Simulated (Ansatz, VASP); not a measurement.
## WS3 in VASP and in Ansatz

The input INCAR:

```
SYSTEM = WS3
PREC     = Accurate       ! precision mode
ENCUT    = 520            ! plane-wave cutoff, eV
EDIFF    = 1E-6           ! SCF threshold, eV
ISMEAR   = 0              ! smearing method
SIGMA    = 0.1            ! smearing width, eV
LREAL    = .False.        ! projectors in reciprocal space
LASPH    = .True.         ! aspherical terms in the spheres
NELM     = 100            ! most SCF steps
ALGO     = Normal         ! electronic algorithm
ISIF     = 2              ! what is computed and relaxed
LWAVE    = .False.        ! write WAVECAR
LCHARG   = .False.        ! write CHGCAR
LDIPOL   = .True.       
IDIPOL   = 3            
DIPOL    = 0.5 0.5 0.500
GGA      = PE             ! functional
NBANDS   = 24             ! bands
```

Contents of KPOINTS:

```
Automatic mesh
0
Gamma
  4 4 1
  0 0 0
```

File POSCAR:

```
WS3
1.0
    4.0271850000      0.0000000000      0.0000000000
    0.0000000000      4.0271850000      0.0000000000
    0.0000000000      0.0000000000     18.0000000000
W S
1 3
Direct
    0.0000000000      0.0000000000      0.5000000000
    0.0000000000      0.0000000000      0.5839577200
    0.0000000000      0.0000000000      0.4160422800
    0.5000000000      0.5000000000      0.5000000000
```

Input for Ansatz:

```yaml
crystal:
  lattice:
    - [4.027185, 0.0, 0.0]
    - [0.0, 4.027185, 0.0]
    - [0.0, 0.0, 18.0]
  atoms:
    - { symbol: W, position: [0.0, 0.0, 0.5] }
    - { symbol: S, position: [0.0, 0.0, 0.58395772] }
    - { symbol: S, position: [0.0, 0.0, 0.41604228] }
    - { symbol: S, position: [0.5, 0.5, 0.5] }
  periodic: [true, true, false]
basis:
  ecutwfc: 420
kpoints:
  mp_grid: { grid: [4, 4, 1] }
hamiltonian:
  xc: pbe
scf:
  occupations: { method: gaussian, width: 0.1 }
  lower_state_search: "off"
output:
  forces: true
  stress: true
  eigenvalues: true
```

Alike in both runs: task single point; functional PBE; k mesh 4 × 4 × 1; occupations gaussian, width 0.1 eV; no spin polarisation.

|  | VASP | Ansatz |
| --- | --- | --- |
| version | VASP 6.6.1 | Ansatz 0.2.0 |
| potentials or method | VASP PAW PBE potentials, release 64 (W_sv, S), cutoff 520 eV | scalar-relativistic, plane waves, PAW |
| valence electrons in the cell | 32 | 32 |

Ansatz gave:

- gap on the k mesh at the Fermi level (eV): none
- rms of the force components (eV/Å): 25.283

Problem. What did VASP give for the same quantities?

Solution. gap on the k mesh at the Fermi level (eV): none; rms of the force components (eV/Å): 23.438.

Atom by atom the forces differ by 1.845 eV/Å (rms over components). A gap of «none» marks a metal or a gap that the smearing closes. With one functional, cell and mesh, what is left measures potentials, basis and numerics. Ansatz's warnings: slab cell height set.

The k mesh is coarse, so the values compare programs but aren't converged. Spin-orbit coupling is off throughout.
